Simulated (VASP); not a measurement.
# RbBr (Fm-3m) in VASP: notebook

The runs below take RbBr through single point, relaxation of cell and atoms, with r2SCAN, PBE.

All numbers are computed with VASP 6.6.1; they aren't measurements. Logs are shortened: lines on timing, memory, paths and dates and some standing lists are left out, and cuts for length are marked.

## Step 1: The cell of the first run

It takes space group Fm-3m (No. 225, cubic). The conventional cell has a = 6.922 Å, b = 6.922 Å, c = 6.922 Å, α = 90.00°, β = 90.00°, γ = 90.00°. Rb (site symmetry m-3m) has 6 Br at 3.46 Å within 4.5 Å. Within 4.5 Å of Br (site symmetry m-3m) lie 6 Rb at 3.46 Å.

## Step 2: Single point, r2SCAN

POSCAR

```
RbBr
1.0
    0.0000000000      3.4608258933      3.4608258933
    3.4608258933      0.0000000000      3.4608258933
    3.4608258933      3.4608258933      0.0000000000
Rb Br
1 1
Direct
    0.0000000000      0.0000000000      0.0000000000
    0.5000000000      0.5000000000      0.5000000000
```

INCAR.step1

```
PREC     = Accurate       # precision mode
ENCUT    = 520            # plane-wave cutoff, eV
ISMEAR   = 0              # smearing method
SIGMA    = 0.01           # smearing width, eV
LREAL    = F              # projectors in reciprocal space
LASPH    = T              # aspherical terms in the spheres
NELM     = 100            # most SCF steps
NBANDS   = 15             # bands
GGA      = PE             # functional
ALGO     = Normal         # electronic algorithm
EDIFF    = 1E-4           # SCF threshold, eV
LWAVE    = T              # write WAVECAR
LCHARG   = F              # write CHGCAR
```

INCAR.step2

```
PREC     = Accurate       # precision mode
ENCUT    = 520            # plane-wave cutoff, eV
EDIFF    = 1E-6           # SCF threshold, eV
ISMEAR   = 0              # smearing method
SIGMA    = 0.01           # smearing width, eV
LREAL    = F              # projectors in reciprocal space
LASPH    = T              # aspherical terms in the spheres
NELM     = 100            # most SCF steps
ALGO     = Normal         # electronic algorithm
ISIF     = 2              # what is computed and relaxed
LWAVE    = F              # write WAVECAR
LCHARG   = F              # write CHGCAR
METAGGA  = R2SCAN         # meta-GGA
LMIXTAU  = T            
NBANDS   = 15             # bands
ISTART   = 1
```

KPOINTS

```
regular mesh
0
Gamma
  6 6 6
```

Potentials or basis: VASP PAW PBE potentials, release 64 (Rb_sv, Br).

Run with:

```
$ cat potpaw_PBE.64/Rb_sv/POTCAR potpaw_PBE.64/Br/POTCAR > POTCAR
$ cp INCAR.step1 INCAR
$ mpirun -np 1 vasp_std > vasp.out
$ cp INCAR.step2 INCAR
$ mpirun -np 1 vasp_std > vasp.out
```

OUTCAR:

```text
PREC = Accurate
   ENCUT = 520
   EDIFF = 1E-6
   ISMEAR = 0
   LREAL = F
   LASPH = T
   NELM = 100
   ISIF = 2
   METAGGA = R2SCAN
   ISTART = 1

 ion  position               nearest neighbor table
   1  0.000  0.000  0.000-   2 3.46   2 3.46   2 3.46   2 3.46   2 3.46   2 3.46
   2  0.500  0.500  0.500-   1 3.46   1 3.46   1 3.46   1 3.46   1 3.46   1 3.46

  LATTYP: Found a face centered cubic cell.
 ALAT       =     6.9216517866

  Lattice vectors:

 A1 = (   0.0000000000,   3.4608258933,   3.4608258933)
 A2 = (   3.4608258933,   0.0000000000,   3.4608258933)
 A3 = (   3.4608258933,   3.4608258933,   0.0000000000)

Analysis of symmetry for initial positions (statically):
=====================================================================
 Subroutine PRICEL returns:
 Original cell was already a primitive cell.

 Routine SETGRP: Setting up the symmetry group for a
 face centered cubic supercell.

 Subroutine GETGRP returns: Found 48 space group operations
 (whereof 48 operations were pure point group operations)
 out of a pool of 48 trial point group operations.

The static configuration has the point symmetry O_h .

Analysis of symmetry for dynamics (positions and initial velocities):
=====================================================================
 Subroutine PRICEL returns:
 Original cell was already a primitive cell.

 Routine SETGRP: Setting up the symmetry group for a
 face centered cubic supercell.

 Subroutine GETGRP returns: Found 48 space group operations
 (whereof 48 operations were pure point group operations)
 out of a pool of 48 trial point group operations.

The dynamic configuration has the point symmetry O_h .

 Subroutine INISYM returns: Found 48 space group operations
 (whereof 48 operations are pure point group operations),
 and found     1 'primitive' translations

----------------------------------------------------------------------------------------

                                     Primitive cell

  volume of cell :      82.9028

  direct lattice vectors                    reciprocal lattice vectors
     0.000000000  3.460825893  3.460825893    -0.144474185  0.144474185  0.144474185
     3.460825893  0.000000000  3.460825893     0.144474185 -0.144474185  0.144474185
     3.460825893  3.460825893  0.000000000     0.144474185  0.144474185 -0.144474185

  length of vectors
     4.894346915  4.894346915  4.894346915     0.250236629  0.250236629  0.250236629

  position of ions in fractional coordinates (direct lattice)
     0.000000000  0.000000000  0.000000000
     0.500000000  0.500000000  0.500000000

  ion indices of the primitive-cell ions
   primitive index   ion index
                 1           1
                 2           2

----------------------------------------------------------------------------------------

 KPOINTS: regular mesh

Automatic generation of k-mesh.
 Grid dimensions read from file:
 generate k-points for:    6    6    6

 Generating k-lattice:

  Cartesian coordinates                     Fractional coordinates (reciprocal lattice)
    -0.024079031  0.024079031  0.024079031     0.166666667  0.000000000  0.000000000
     0.024079031 -0.024079031  0.024079031     0.000000000  0.166666667  0.000000000
     0.024079031  0.024079031 -0.024079031     0.000000000  0.000000000  0.166666667

  Length of vectors
     0.041706105  0.041706105  0.041706105

  Shift w.r.t. Gamma in fractional coordinates (k-lattice)
     0.000000000  0.000000000  0.000000000

 Subroutine IBZKPT returns following result:
 ===========================================

 Found     16 irreducible k-points:

 Following reciprocal coordinates:
            Coordinates               Weight
  0.000000  0.000000  0.000000      1.000000
  0.166667  0.000000  0.000000      8.000000
  0.333333  0.000000  0.000000      8.000000
  0.500000  0.000000  0.000000      4.000000
  0.166667  0.166667  0.000000      6.000000
  0.333333  0.166667  0.000000     24.000000
[... 8 lines left out ...]
 -0.333333  0.333333  0.166667     24.000000
 -0.333333  0.500000  0.166667     12.000000
   k-points           NKPTS =     16   k-points in BZ     NKDIM =     16   number of bands    NBANDS=     15
   number of dos      NEDOS =    301   number of ions     NIONS =      2
   total plane-waves  NPLWV =  46656
   dimension x,y,z NGX =    36 NGY =   36 NGZ =   36
   dimension x,y,z NGXF=    72 NGYF=   72 NGZF=   72
   ions per type =               1   1
   NGX,Y,Z   is equivalent  to a cutoff of  12.23, 12.23, 12.23 a.u.
   NGXF,Y,Z  is equivalent  to a cutoff of  24.46, 24.46, 24.46 a.u.
 SYSTEM =  unknown system
   PREC   = accura    normal or accurate (medium, high low for compatibility)
   ISTART =      1    job   : 0-new  1-cont  2-samecut
   ICHARG =      0    charge: 1-file 2-atom 10-const
   ISPIN  =      1    spin polarized calculation?
   LNONCOLLINEAR =      F non collinear calculations
   LSORBIT =      F    spin-orbit coupling
[... 61 lines left out ...]
      2     -14.8508      2.00000
      3     -11.0121      2.00000
      4     -11.0121      2.00000
      5     -11.0121      2.00000
      6      -2.2668      2.00000
      7      -2.2668      2.00000
      8      -2.2668      2.00000
      9       2.6260      0.00000
     10       5.6076      0.00000
     11       5.6076      0.00000
     12       5.6076      0.00000
     13       6.6558      0.00000
     14       6.6558      0.00000
     15       8.9982      0.00000

 k-point     2 :       0.1667    0.0000    0.0000
  band No.  band energies     occupation
      1     -27.4831      2.00000
      2     -14.8598      2.00000
      3     -11.0136      2.00000
      4     -11.0136      2.00000
      5     -11.0007      2.00000
      6      -2.5429      2.00000
      7      -2.3521      2.00000
      8      -2.3521      2.00000
      9       3.2392      0.00000
     10       5.4157      0.00000
     11       5.9398      0.00000
     12       5.9398      0.00000
     13       7.0534      0.00000
     14       7.0534      0.00000
     15      10.0536      0.00000

 k-point     3 :       0.3333    0.0000    0.0000
  band No.  band energies     occupation
      1     -27.4789      2.00000
      2     -14.8774      2.00000
      3     -11.0166      2.00000
      4     -11.0166      2.00000
      5     -10.9781      2.00000
      6      -2.9946      2.00000
      7      -2.5133      2.00000
      8      -2.5133      2.00000
      9       4.4373      0.00000
     10       5.5109      0.00000
     11       6.8668      0.00000
     12       6.8668      0.00000
     13       8.0431      0.00000
     14       8.0431      0.00000
     15      10.0051      0.00000

 k-point     4 :       0.5000    0.0000    0.0000
  band No.  band energies     occupation
      1     -27.4768      2.00000
      2     -14.8862      2.00000
      3     -11.0181      2.00000
      4     -11.0181      2.00000
      5     -10.9669      2.00000
      6      -3.1880      2.00000
      7      -2.5896      2.00000
      8      -2.5896      2.00000
      9       4.9487      0.00000
     10       5.9073      0.00000
     11       7.8686      0.00000
     12       7.8686      0.00000
     13       8.4954      0.00000
     14       8.4954      0.00000
     15       9.4004      0.00000
[... 163 lines left out ...]
 k-point    14 :       0.5000    0.3333    0.1667
  band No.  band energies     occupation
      1     -27.4763      2.00000
      2     -14.8466      2.00000
      3     -11.0817      2.00000
      4     -11.0598      2.00000
      5     -11.0050      2.00000
      6      -2.9074      2.00000
      7      -2.5584      2.00000
      8      -2.4890      2.00000
      9       4.7612      0.00000
     10       5.1257      0.00000
     11       7.1946      0.00000
     12       7.8071      0.00000
     13       7.9758      0.00000
     14       8.3698      0.00000
     15       9.3994      0.00000

 k-point    15 :      -0.3333    0.3333    0.1667
  band No.  band energies     occupation
      1     -27.4750      2.00000
      2     -14.8399      2.00000
      3     -11.0982      2.00000
      4     -11.0905      2.00000
      5     -10.9945      2.00000
      6      -2.8683      2.00000
      7      -2.6058      2.00000
      8      -2.5757      2.00000
      9       5.2152      0.00000
     10       5.4393      0.00000
     11       7.0231      0.00000
     12       7.2097      0.00000
     13       8.5853      0.00000
     14       9.3512      0.00000
     15       9.4583      0.00000

 k-point    16 :      -0.3333    0.5000    0.1667
  band No.  band energies     occupation
      1     -27.4744      2.00000
      2     -14.8179      2.00000
      3     -11.1486      2.00000
      4     -11.0999      2.00000
      5     -11.0148      2.00000
      6      -2.6807      2.00000
      7      -2.6481      2.00000
      8      -2.5265      2.00000
      9       4.5161      0.00000
     10       6.1578      0.00000
     11       6.3118      0.00000
     12       7.4214      0.00000
     13       8.4910      0.00000
     14       9.2601      0.00000
     15       9.6706      0.00000

------------------------ aborting loop because EDIFF is reached ----------------------------------------

  FORCE on cell =-STRESS in cart. coord.  units (eV):
  Direction    XX          YY          ZZ          XY          YZ          ZX
  --------------------------------------------------------------------------------------
  -------------------------------------------------------------------------------------
  Total        0.0231030      0.0231030      0.0231030     -0.0000000      0.0000000     -0.0000000
  in kB        0.4464875      0.4464875      0.4464875     -0.0000000      0.0000000     -0.0000000
  external PRESSURE =       0.4464875 kB  Pullay stress =       0.0000000 kB

 VOLUME and BASIS-vectors are now :
 -----------------------------------------------------------------------------
  energy-cutoff  :      520.00
  volume of cell :       82.90
      direct lattice vectors                 reciprocal lattice vectors
     0.000000000  3.460825893  3.460825893    -0.144474185  0.144474185  0.144474185
     3.460825893  0.000000000  3.460825893     0.144474185 -0.144474185  0.144474185
     3.460825893  3.460825893  0.000000000     0.144474185  0.144474185 -0.144474185

 POSITION                                       TOTAL-FORCE (eV/Angst)
 -----------------------------------------------------------------------------------
      0.00000      0.00000      0.00000        -0.000000     -0.000000      0.000000
      3.46083      3.46083      3.46083         0.000000      0.000000     -0.000000
 -----------------------------------------------------------------------------------
    total drift:                                0.000000      0.000000      0.000000

  FREE ENERGIE OF THE ION-ELECTRON SYSTEM (eV)
  ---------------------------------------------------
  free  energy   TOTEN  =       -31.1556655790 eV

  energy  without entropy=      -31.1556655790  energy(sigma->0) =      -31.15566558
```

It took 53 s on 1 thread of AMD EPYC 9R45 (Zen 5), shared host; peak memory 0.19 GiB.

Results:

```
Free energy            : -31.1557 eV
Pressure               : 0.0 GPa
Band gap on the k mesh : 4.89 eV
```

Levels at points of the mesh, in eV from the valence-band top:
```csv
k point,band 4,band 5,band 6,band 7,band 8,band 9,band 10,band 11,band 12,band 13
"(0.00, 0.00, 0.00)",-8.75,-8.75,0.00,0.00,0.00,4.89,7.87,7.87,7.87,8.92
"(0.50, 0.00, 0.00)",-8.75,-8.70,-0.92,-0.32,-0.32,7.22,8.17,10.14,10.14,10.76
"(0.50, 0.50, 0.00)",-8.81,-8.81,-0.47,-0.16,-0.16,6.09,7.84,9.57,10.00,10.23
```

Caveat: the PAW data sets were made with another functional, which shifts forces and pressure a little.

## Step 3: Relaxation of cell and atoms, PBE

This run uses another cell than the first one, of 40.42 Å³/atom.

INCAR

```
SYSTEM = RbBr
  PREC = Accurate
  ENCUT = 600
  EDIFF = 1E-6
  ISMEAR = -1
  SIGMA = 0.02
  LREAL = .False.
  LASPH = .True.
  NELM = 60
  ALGO = Normal
  ISIF = 3
  LWAVE = .False.
  LCHARG = .False.
  GGA = PE
  IBRION = 2
  NSW = 80
  EDIFFG = -0.005
```

KPOINTS

```
Automatic mesh
0
Gamma
  6 6 6
  0 0 0
```

POSCAR

```
RbBr
1.0
    0.0000000000      3.4319180000      3.4319180000
    3.4319180000      0.0000000000      3.4319180000
    3.4319180000      3.4319180000      0.0000000000
Rb Br
1 1
Direct
    0.0000000000      0.0000000000      0.0000000000
    0.5000000000      0.5000000000      0.5000000000
```

Potentials or basis: VASP PAW PBE potentials, release 64 (Rb_sv, Br).

Run with:

```
$ cat potpaw_PBE.64/Rb_sv/POTCAR potpaw_PBE.64/Br/POTCAR > POTCAR
$ mpirun -np 1 vasp_std > vasp.out
```

Wall time 47 s (1 thread of AMD EPYC 9R45 (Zen 5), shared host); peak memory 0.22 GiB.

The run converged. Its results:

```
Free energy                           : -6.1154 eV
Relaxed volume                        : 43.25 Å³/atom
Relaxed cell                          : a = 4.964 Å, b = 4.964 Å, c = 4.964 Å, α = 60.00°, β = 60.00°, γ = 60.00°
Space group after relaxing (to 0.1 Å) : Fm-3m (No. 225)
Energy gained by relaxing             : 8.0 meV/atom
Ionic steps                           : 5
Pressure after relaxing               : 0.0 GPa
Band gap on the k mesh                : 4.19 eV
```

Step by step:
```csv
step,energy change (eV),largest force (eV/Å),pressure (GPa),volume (Å³)
1,0.0000,0.0000,0.96,80.84
2,-0.0122,0.0000,0.45,83.70
3,-0.0131,0.0000,-0.34,89.28
4,-0.0160,0.0000,-0.04,86.76
5,-0.0160,0.0000,0.01,86.50
```

Final structure:
```xyz
2
Lattice="0.0000 3.5102 3.5102 3.5102 0.0000 3.5102 3.5102 3.5102 0.0000" Properties=species:S:1:pos:R:3 pbc="T T T"
Rb    0.0000    0.0000    0.0000
Br    3.5102    3.5102    3.5102
```

Levels at points of the mesh, in eV from the valence-band top:
```tsv
k point	band 4	band 5	band 6	band 7	band 8	band 9	band 10	band 11	band 12
(0.00, 0.00, 0.00)	-8.64	-8.64	0.00	0.00	0.00	4.19	7.25	7.25	7.25
(0.50, 0.00, 0.00)	-8.65	-8.61	-0.87	-0.30	-0.30	6.63	7.46	9.27	9.27
(0.50, 0.50, 0.00)	-8.70	-8.70	-0.45	-0.15	-0.15	5.67	6.86	8.84	9.06
```

## Step 4: Relaxation of cell and atoms, r2SCAN

This run uses another cell than the first one, of 43.20 Å³/atom.

POSCAR

```
RbBr
1.0
    0.0000000000      3.5087372834      3.5087372834
    3.5087372834      0.0000000000      3.5087372834
    3.5087372834      3.5087372834      0.0000000000
Rb Br
1 1
Direct
    0.0000000000      0.0000000000      0.0000000000
    0.5000000000      0.5000000000      0.5000000000
```

INCAR.step1

```
SYSTEM = RbBr
ALGO = Normal ; EDIFF = 1E-4
ENCUT = 600 ; GGA = PE
ISMEAR = -1 ; LASPH = .TRUE.
LCHARG = .FALSE. ; LREAL = .FALSE.
LWAVE = .TRUE. ; NELM = 80
PREC = Accurate ; SIGMA = 0.02
```

INCAR.step2

```
SYSTEM = RbBr
ALGO = Normal ; EDIFF = 1E-6
EDIFFG = -0.005 ; ENCUT = 600
IBRION = 2 ; ISIF = 3
ISMEAR = -1 ; ISTART = 1
LASPH = .TRUE. ; LCHARG = .FALSE.
LMIXTAU = .TRUE. ; LREAL = .FALSE.
LWAVE = .FALSE. ; METAGGA = R2SCAN
NELM = 80 ; NSW = 80
PREC = Accurate ; SIGMA = 0.02
```

KPOINTS

```
k-points
0
G
  6 6 6
  0 0 0
```

Run with:

```
$ cat potpaw_PBE.64/Rb_sv/POTCAR potpaw_PBE.64/Br/POTCAR > POTCAR
$ cp INCAR.step1 INCAR
$ mpirun -np 1 vasp_std > vasp.out
$ cp INCAR.step2 INCAR
$ mpirun -np 1 vasp_std > vasp.out
```

It took 2.8 min on 1 thread of AMD EPYC 9R45 (Zen 5), shared host; peak memory 0.24 GiB.

Results (log left out):

```yaml
Free_energy: -31.1563 eV
Relaxed_volume: 41.59 Å³/atom
Relaxed_cell: a = 4.900 Å, b = 4.900 Å, c = 4.900 Å, α = 60.00°, β = 60.00°, γ = 60.00°
Space_group_after_relaxing_to_0.1_Å: Fm-3m (No. 225)
Energy_gained_by_relaxing: 2.6 meV/atom
Ionic_steps: 3
Pressure_after_relaxing: 0.0 GPa
Band_gap_on_the_k_mesh: 4.88 eV
```

The path:
```csv
step,energy change (eV),largest force (eV/Å),pressure (GPa),volume (Å³)
1,0.0000,0.0000,-0.49,86.39
2,-0.0039,0.0000,-0.26,84.76
3,-0.0052,0.0000,0.00,83.17
```

Final structure:
```cif
data_structure
_symmetry_space_group_name_H-M 'P 1'
_symmetry_Int_Tables_number 1
_cell_length_a 4.8996
_cell_length_b 4.8996
_cell_length_c 4.8996
_cell_angle_alpha 60.000
_cell_angle_beta 60.000
_cell_angle_gamma 60.000
_cell_volume 83.17
loop_
_atom_site_label
_atom_site_type_symbol
_atom_site_fract_x
_atom_site_fract_y
_atom_site_fract_z
_atom_site_occupancy
Rb1 Rb 0.00000 0.00000 0.00000 1
Br1 Br 0.50000 0.50000 0.50000 1
```

Levels at points of the mesh, in eV from the valence-band top:
```csv
k point,band 6,band 7,band 8,band 9,band 10,band 11
"(0.00, 0.00, 0.00)",0.00,0.00,0.00,4.88,7.87,7.87
"(0.50, 0.00, 0.00)",-0.92,-0.32,-0.32,7.21,8.16,10.13
"(0.50, 0.50, 0.00)",-0.47,-0.16,-0.16,6.10,7.82,9.55
```

Caveat: the PAW data sets were made with another functional, which shifts forces and pressure a little.

## Step 5: Single point, PBE, non-collinear spin, zero start, spin-orbit coupling

INCAR

```
SYSTEM = RbBr
ALGO = Normal
EDIFF = 1E-6
ENCUT = 520
GGA = PE
GGA_COMPAT = .False.
ISIF = 2
ISMEAR = 0
LASPH = .True.
LCHARG = .False.
LNONCOLLINEAR = .True.
LORBIT = 11
LORBMOM = .True.
LREAL = .False.
LSORBIT = .True.
LWAVE = .False.
MAGMOM = 0 0 0 0 0 0
NBANDS = 28
NELM = 150
PREC = Accurate
SIGMA = 0.01
```

KPOINTS

```
k-points
0
Gamma
  6 6 6
  0 0 0
```

POSCAR

```
RbBr
1.0
    0.0000000000      3.4608258933      3.4608258933
    3.4608258933      0.0000000000      3.4608258933
    3.4608258933      3.4608258933      0.0000000000
Rb Br
1 1
Direct
    0.0000000000      0.0000000000      0.0000000000
    0.5000000000      0.5000000000      0.5000000000
```

Run with:

```
$ cat potpaw_PBE.64/Rb_sv/POTCAR potpaw_PBE.64/Br/POTCAR > POTCAR
$ mpirun -np 1 vasp_ncl > vasp.out
```

Wall time 56 s (1 thread of AMD EPYC 9R45 (Zen 5), shared host); peak memory 0.37 GiB.

It converged, with:

- Free energy: -6.1615 eV
- Pressure: 0.6 GPa
- Net moment: 0.00 μB per cell
- Valence electrons inside the program's atomic spheres: Rb 7.31; Br 4.90

Moments on the atoms (μB; x, y, z):
```
Rb  0.00 0.00 0.00
Br  0.00 0.00 0.00
```

## Step 6: Overview

| task | level | spin | cell | cutoff (eV) | smearing | gap on the mesh (eV) | pressure (GPa) | relaxed volume (Å³/atom) |
| --- | --- | --- | --- | --- | --- | --- | --- | --- |
| single point | r2SCAN | off | a = 4.894 Å, angles 60.0°, 2 atoms | 520 | gaussian 0.01 eV | 4.89 | 0.0 | - |
| relaxation of cell and atoms | PBE | off | relaxed from a = 4.853 Å, angles 60.0°, 2 atoms | 600 | fermi-dirac 0.02 eV | 4.19 | 0.0 | 43.25 |
| relaxation of cell and atoms | r2SCAN | off | relaxed from a = 4.962 Å, angles 60.0°, 2 atoms | 600 | fermi-dirac 0.02 eV | 4.88 | 0.0 | 41.59 |
| single point | PBE | non-collinear, zero start, SOC | a = 4.894 Å, angles 60.0°, 2 atoms | 520 | gaussian 0.01 eV | - | 0.6 | - |

Alike in all rows: potentials or basis VASP PAW PBE potentials, release 64 (Rb_sv, Br); k mesh 6 × 6 × 6.

Caveats: the PAW data sets were made with another functional, which shifts forces and pressure a little (at least some runs).

Total energies depend on the potentials used, so only differences within one code and one set of settings carry meaning.
